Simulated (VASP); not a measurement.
# InSe in VASP: further runs, part 2 of 3

VASP 6.6.1.

## (3) Single point, PBEsol (zz strain of +1 %)

INCAR

```
  PREC = Accurate
  ENCUT = 520
  EDIFF = 1E-6
  ISMEAR = -1
  SIGMA = 0.02
  LREAL = False
  LASPH = True
  NELM = 100
  ALGO = Normal
  ISIF = 2
  LWAVE = False
  LCHARG = False
  GGA = PS
  NBANDS = 27
```

KPOINTS

```
regular mesh
0
Gamma
  7 7 6
```

POSCAR

```
InSe
1.0
    5.8679026766     -2.0550000000      0.0000000000
    5.8679026766      2.0550000000      0.0000000000
   -1.5994156962      0.0000000000      4.3668929705
In Se
2 2
Direct
    0.8840000000      0.8840000000      0.0050000000
    0.1160000000      0.1160000000      0.9950000000
    0.6600000000      0.6600000000      0.6420000000
    0.3400000000      0.3400000000      0.3580000000
```

Potentials or basis: VASP PAW PBE potentials, release 64 (In_d, Se).

Started as:

```sh
> cat potpaw_PBE.64/In_d/POTCAR potpaw_PBE.64/Se/POTCAR > POTCAR
> mpirun -np 1 vasp_std > vasp.out
```

OUTCAR:

```text
PREC = Accurate
   ENCUT = 520
   EDIFF = 1E-6
   ISMEAR = -1
   LREAL = False
   LASPH = True
   NELM = 100
   ISIF = 2
   GGA = PS

 ion  position               nearest neighbor table
   1  0.884  0.884  0.005-   3 2.59   2 2.74   4 2.79   4 2.79   2 3.74   2 3.74
   2  0.116  0.116  0.995-   4 2.59   1 2.74   3 2.79   3 2.79   1 3.74   1 3.74
   3  0.660  0.660  0.642-   1 2.59   2 2.79   2 2.79
   4  0.340  0.340  0.358-   2 2.59   1 2.79   1 2.79

  LATTYP: Found a base centered monoclinic cell.
 ALAT       =    11.7358053532
 B/A-ratio  =     0.3502103074
 C/A-ratio  =     0.3962726744
 COS(beta)  =    -0.3439175435

  Lattice vectors:

 A1 = (   5.8679026766,  -2.0550000000,   0.0000000000)
 A2 = (   5.8679026766,   2.0550000000,   0.0000000000)
 A3 = (  -1.5994156962,   0.0000000000,   4.3668929705)

Analysis of symmetry for initial positions (statically):
=====================================================================
 Subroutine PRICEL returns:
 Original cell was already a primitive cell.

 Routine SETGRP: Setting up the symmetry group for a
 base centered monoclinic supercell.

 Subroutine GETGRP returns: Found  4 space group operations
 (whereof  4 operations were pure point group operations)
 out of a pool of  4 trial point group operations.

The static configuration has the point symmetry C_2h.

Analysis of symmetry for dynamics (positions and initial velocities):
=====================================================================
 Subroutine PRICEL returns:
 Original cell was already a primitive cell.

 Routine SETGRP: Setting up the symmetry group for a
 base centered monoclinic supercell.

 Subroutine GETGRP returns: Found  4 space group operations
 (whereof  4 operations were pure point group operations)
 out of a pool of  4 trial point group operations.

The dynamic configuration has the point symmetry C_2h.

 Subroutine INISYM returns: Found  4 space group operations
 (whereof  4 operations are pure point group operations),
 and found     1 'primitive' translations

----------------------------------------------------------------------------------------

                                     Primitive cell

  volume of cell :     105.3167

  direct lattice vectors                    reciprocal lattice vectors
     5.867902677 -2.055000000  0.000000000     0.085209321 -0.243309002  0.031208717
     5.867902677  2.055000000  0.000000000     0.085209321  0.243309002  0.031208717
    -1.599415696  0.000000000  4.366892971     0.000000000  0.000000000  0.228995766

  length of vectors
     6.217339208  6.217339208  4.650578973     0.259680348  0.259680348  0.228995766

  position of ions in fractional coordinates (direct lattice)
     0.884000000  0.884000000  0.005000000
     0.116000000  0.116000000  0.995000000
     0.660000000  0.660000000  0.642000000
     0.340000000  0.340000000  0.358000000

  ion indices of the primitive-cell ions
   primitive index   ion index
                 1           1
                 2           2
                 3           3
                 4           4

----------------------------------------------------------------------------------------

 KPOINTS: regular mesh

Automatic generation of k-mesh.
 Grid dimensions read from file:
 generate k-points for:    7    7    6

 Generating k-lattice:

  Cartesian coordinates                     Fractional coordinates (reciprocal lattice)
     0.012172760 -0.034758429  0.004458388     0.142857143  0.000000000 -0.000000000
     0.012172760  0.034758429  0.004458388     0.000000000  0.142857143 -0.000000000
     0.000000000  0.000000000  0.038165961     0.000000000  0.000000000  0.166666667

  Length of vectors
     0.037097193  0.037097193  0.038165961

  Shift w.r.t. Gamma in fractional coordinates (k-lattice)
     0.000000000  0.000000000  0.000000000

 Subroutine IBZKPT returns following result:
 ===========================================

 Found     88 irreducible k-points:

 Following reciprocal coordinates:
            Coordinates               Weight
  0.000000  0.000000  0.000000      1.000000
  0.142857  0.000000 -0.000000      4.000000
  0.285714  0.000000 -0.000000      4.000000
  0.428571  0.000000 -0.000000      4.000000
  0.142857  0.142857 -0.000000      2.000000
  0.285714  0.142857 -0.000000      4.000000
[... 16 lines left out ...]
 -0.142857 -0.000000  0.166667      4.000000
  0.142857  0.142857  0.166667      2.000000
 [... further k-points ...]
   k-points           NKPTS =     88   k-points in BZ     NKDIM =     88   number of bands    NBANDS=     27
   number of dos      NEDOS =    301   number of ions     NIONS =      4
   total plane-waves  NPLWV =  82944
   dimension x,y,z NGX =    48 NGY =   48 NGZ =   36
   dimension x,y,z NGXF=    96 NGYF=   96 NGZF=   72
   ions per type =               2   2
   NGX,Y,Z   is equivalent  to a cutoff of  12.83, 12.83, 12.87 a.u.
   NGXF,Y,Z  is equivalent  to a cutoff of  25.67, 25.67, 25.74 a.u.
 SYSTEM =  unknown system
   PREC   = accura    normal or accurate (medium, high low for compatibility)
   ISTART =      0    job   : 0-new  1-cont  2-samecut
   ICHARG =      2    charge: 1-file 2-atom 10-const
   ISPIN  =      1    spin polarized calculation?
   LNONCOLLINEAR =      F non collinear calculations
   LSORBIT =      F    spin-orbit coupling
   LASPH  =      T    aspherical Exc in radial PAW
   ENCUT  =  520.0 eV  38.22 Ry    6.18 a.u.  11.56 11.56  8.65*2*pi/ulx,y,z
   NELM   =    100;   NELMIN=  2; NELMDL= -5     # of ELM steps
   EDIFF  = 0.1E-05   stopping-criterion for ELM
   LREAL  =      F    real-space projection
   EDIFFG = 0.1E-04   stopping-criterion for IOM
   NSW    =      0    number of steps for IOM
   IBRION =     -1    ionic relax: 0-MD 1-quasi-New 2-CG
   NFREE  =      0    steps in history (QN), initial steepest desc. (CG)
   ISIF   =      2    stress and relaxation
   ISYM   =      2    0-nonsym 1-usesym 2-fastsym
   POTIM  = 0.5000    time-step for ionic-motion
   TEBEG  =    0.0;   TEEND  =   0.0 temperature during run
   PSTRESS=    0.0 pullay stress
   NELECT =      38.0000    total number of electrons
   NUPDOWN=      -1.0000    fix difference up-down
   EMIN   =  10.00;   EMAX   =-10.00  energy-range for DOS
   EFERMI =   0.00;   METHOD = LEGACY
   ISMEAR =    -1;   SIGMA  =   0.02  broadening in eV -4-tet -1-fermi 0-gaus
   EFERMI_NEDOS =   21; number of points for ismear=-14 and -15
   IALGO  =     38    algorithm
   IMIX   =      4    mixing-type and parameters
     AMIX     =   0.40;   BMIX     =  1.00
     AMIX_MAG =   1.60;   BMIX_MAG =  1.00
  volume/ion in A,a.u.               =      26.33       177.68
  Fermi-wavevector in a.u.,A,eV,Ry     =   1.165477  2.202432 18.481283  1.358336
  Thomas-Fermi vector in A             =   2.302002
   LORBIT       =      0    0 simple, 1 ext, 2 COOP (PROOUT), +10 PAW based schemes
   GGA     = PS    functional components
   LHFCALC =     F    Hartree Fock is set to
   AEXX    =    0.0000 exact exchange contribution
   IVDW    =     0    specifies the selected vdW correction
   LEPSILON=     F    determine dielectric tensor
   LRPA    =     F    only Hartree local field effects (RPA)
 non-spin polarized calculation
  energy-cutoff  :      520.00
  volume of cell :      105.32
 maximum number of plane-waves:      2859
 NGX is ok and might be reduce to    48
   NGX = 23   NGY = 23   NGZ = 17

 number of electron      38.0000004 magnetization

 Free energy of the ion-electron system (eV)
  ---------------------------------------------------
  ext. energy  EPLUGINS =         0.00000000
  ---------------------------------------------------
  free energy    TOTEN  =       -15.44815627 eV

  energy without entropy =      -15.44815627  energy(sigma->0) =      -15.44815627

 E-fermi :   5.0674     XC(G=0):  -9.7185

 val. band max:        4.6686620488   @ k =  -0.2857  -0.2857   0.3333
 cond. band min:       5.5612767235   @ k =   0.4286   0.4286  -0.0000
 fundamental gap:      0.8926146747
 Fermi energy:         5.0674004996

 k-point     1 :       0.0000    0.0000    0.0000
  band No.  band energies     occupation
      1      -9.9352      2.00000
      2      -9.9009      2.00000
      3      -9.5997      2.00000
      4      -9.5803      2.00000
      5      -9.5389      2.00000
      6      -9.5353      2.00000
[... 19 lines left out ...]
     26      11.6123      0.00000
     27      13.1813      0.00000
[... 667 lines left out ...]
      5      -9.5414      2.00000
      6      -9.5348      2.00000
[... 19 lines left out ...]
     26      11.2021      0.00000
     27      12.2339      0.00000

 [... further k-points ...]
[... 5 lines left out ...]
  --------------------------------------------------------------------------------------
  -------------------------------------------------------------------------------------
  Total        0.9527764     -1.1956787     -0.8810249      0.0000000      0.0000000      1.2997152
  in kB       14.4945356    -18.1897952    -13.4029838      0.0000000      0.0000000     19.7724962
  external PRESSURE =      -5.6994145 kB  Pullay stress =       0.0000000 kB

 VOLUME and BASIS-vectors are now :
 -----------------------------------------------------------------------------
  energy-cutoff  :      520.00
  volume of cell :      105.32
      direct lattice vectors                 reciprocal lattice vectors
     5.867902677 -2.055000000  0.000000000     0.085209321 -0.243309002  0.031208717
     5.867902677  2.055000000  0.000000000     0.085209321  0.243309002  0.031208717
    -1.599415696  0.000000000  4.366892971     0.000000000  0.000000000  0.228995766

 POSITION                                       TOTAL-FORCE (eV/Angst)
 -----------------------------------------------------------------------------------
     10.36645      0.00000      0.02183        -0.264680      0.000000      0.521134
     -0.23007      0.00000      4.34506         0.264680      0.000000     -0.521134
      6.71881      0.00000      2.80355        -0.658170      0.000000      0.072762
      3.41758      0.00000      1.56335         0.658170      0.000000     -0.072762
 -----------------------------------------------------------------------------------
    total drift:                               -0.000000     -0.000000      0.000000

  FREE ENERGIE OF THE ION-ELECTRON SYSTEM (eV)
  ---------------------------------------------------
  free  energy   TOTEN  =       -15.4481562708 eV

  energy  without entropy=      -15.4481562708  energy(sigma->0) =      -15.44815627
```

OSZICAR:

```text
N       E                     dE             d eps       ncg     rms          rms(c)
DAV:   1     0.334872384384E+03    0.33487E+03   -0.17592E+04  4752   0.161E+03
DAV:   2     0.239022314832E+02   -0.31097E+03   -0.30148E+03  4795   0.395E+02
DAV:   3    -0.142345825225E+02   -0.38137E+02   -0.37360E+02  6039   0.144E+02
DAV:   4    -0.158924069572E+02   -0.16578E+01   -0.16525E+01  5754   0.303E+01
DAV:   5    -0.159460591388E+02   -0.53652E-01   -0.53643E-01  6938   0.559E+00    0.622E+00
DAV:   6    -0.154823574807E+02    0.46370E+00   -0.87482E-01  6651   0.163E+01    0.370E+00
DAV:   7    -0.154525248969E+02    0.29833E-01   -0.32787E-01  7265   0.464E+00    0.112E+00
DAV:   8    -0.154484423267E+02    0.40826E-02   -0.37485E-02  6959   0.212E+00    0.542E-01
DAV:   9    -0.154481545535E+02    0.28777E-03   -0.49142E-03  7046   0.703E-01    0.182E-01
DAV:  10    -0.154481465182E+02    0.80353E-05   -0.40776E-04  5739   0.163E-01    0.991E-02
DAV:  11    -0.154481609841E+02   -0.14466E-04   -0.14119E-04  6859   0.139E-01    0.278E-02
DAV:  12    -0.154481560639E+02    0.49202E-05   -0.24737E-05  6685   0.545E-02    0.180E-02
DAV:  13    -0.154481562708E+02   -0.20688E-06   -0.25035E-06  4484   0.101E-02
   1 F= -.15448156E+02 E0= -.15448156E+02  d E =-.126651E-10
```

stdout:

```text
POSCAR found type information on POSCAR InSe
 POSCAR found :  2 types and       4 ions
 scaLAPACK will be used
 -----------------------------------------------------------------------------
|                                                                             |
|                                                                             |
|     You enforced a specific xc type in the INCAR file but a different       |
|     I HOPE YOU KNOW WHAT YOU ARE DOING!                                     |
|                                                                             |
 -----------------------------------------------------------------------------

 LDA part: xc-table for (Slater+PW92), standard interpolation
 POSCAR, INCAR and KPOINTS ok, starting setup
 FFT: planning ... GRIDC
 FFT: planning ... GRID_SOFT
 FFT: planning ... GRID
 WAVECAR not read
 entering main loop
```

Wall time 3.7 min (1 thread of Intel Xeon Platinum 8488C (Sapphire Rapids), shared host); peak memory 0.41 GiB.

Results:

* Free energy: -15.4482 eV
* Pressure: -0.6 GPa
* Largest force: 0.662 eV/Å
* Band gap on the k mesh: 0.89 eV (least direct gap 1.28 eV)

Forces in eV/Å, atoms in the order of the input:
```
In  -0.265  0.000  0.521
In   0.265  0.000 -0.521
Se  -0.658  0.000  0.073
Se   0.658  0.000 -0.073
```

Levels at points of the mesh, in eV from the valence-band top:
```
           k point  band 17  band 18  band 19  band 20  band 21  band 22
(0.00, 0.00, 0.00)    -2.21    -1.77    -1.08     2.75     3.44     4.29
(0.00, 0.00, 0.50)    -1.54    -1.11    -0.37     1.04     2.21     3.35
```

Caveat: the cell differs from its parent crystal (zz strain of +1 %); the PAW data sets were made with another functional, which shifts forces and pressure a little; spin-orbit coupling is left out, which moves the levels of the heavy elements. A k mesh can miss the band edges.

## (4) Single point, PBEsol (zz strain of +3 %)

INCAR

```
PREC = Accurate
ENCUT = 520
EDIFF = 1E-6
ISMEAR = -1
SIGMA = 0.02
LREAL = False
LASPH = True
NELM = 100
ALGO = Normal
ISIF = 2
LWAVE = False
LCHARG = True
GGA = PS
LELF = True
LVHAR = True
NBANDS = 27
```

KPOINTS

```
Automatic mesh
0
Gamma
  7 7 6
```

POSCAR: that of step 3 with these lines changed.

```diff
@@ -4,3 +4,3 @@
     5.8679026766      2.0550000000      0.0000000000
-   -1.5994156962      0.0000000000      4.3668929705
+   -1.5994156962      0.0000000000      4.4533660986
 In Se
```

Started as:

```sh
> cat potpaw_PBE.64/In_d/POTCAR potpaw_PBE.64/Se/POTCAR > POTCAR
> mpirun -np 1 vasp_std > vasp.out
```

It took 3.3 min on 1 thread of Intel Xeon Platinum 8488C (Sapphire Rapids), shared host; peak memory 0.42 GiB.

It converged, with:

* Free energy: -15.4223 eV
* Pressure: -1.5 GPa
* Largest force: 0.691 eV/Å
* Band gap on the k mesh: 0.91 eV (least direct gap 1.29 eV)

Forces in eV/Å, atoms in the order of the input:
```
In  -0.437  0.000  0.534
In   0.437  0.000 -0.534
Se  -0.580  0.000  0.283
Se   0.580  0.000 -0.283
```

Stress tensor (GPa, compression positive):
```
 0.58  0.00  1.56
 0.00 -2.42  0.00
 1.56  0.00 -2.64
```

Levels at points of the mesh, in eV from the valence-band top:
```tsv
k point	band 15	band 16	band 17	band 18	band 19	band 20	band 21	band 22	band 23	band 24
(0.00, 0.00, 0.00)	-3.88	-2.70	-2.06	-1.77	-0.97	2.72	3.46	4.28	4.57	5.20
(0.00, 0.00, 0.50)	-2.15	-1.53	-1.43	-1.03	-0.34	1.05	2.15	3.43	3.56	5.49
```

Caveat: the cell differs from its parent crystal (zz strain of +3 %); the PAW data sets were made with another functional, which shifts forces and pressure a little; spin-orbit coupling is left out, which moves the levels of the heavy elements. A k mesh can miss the band edges.

(Part 2 of 3 ends here.)
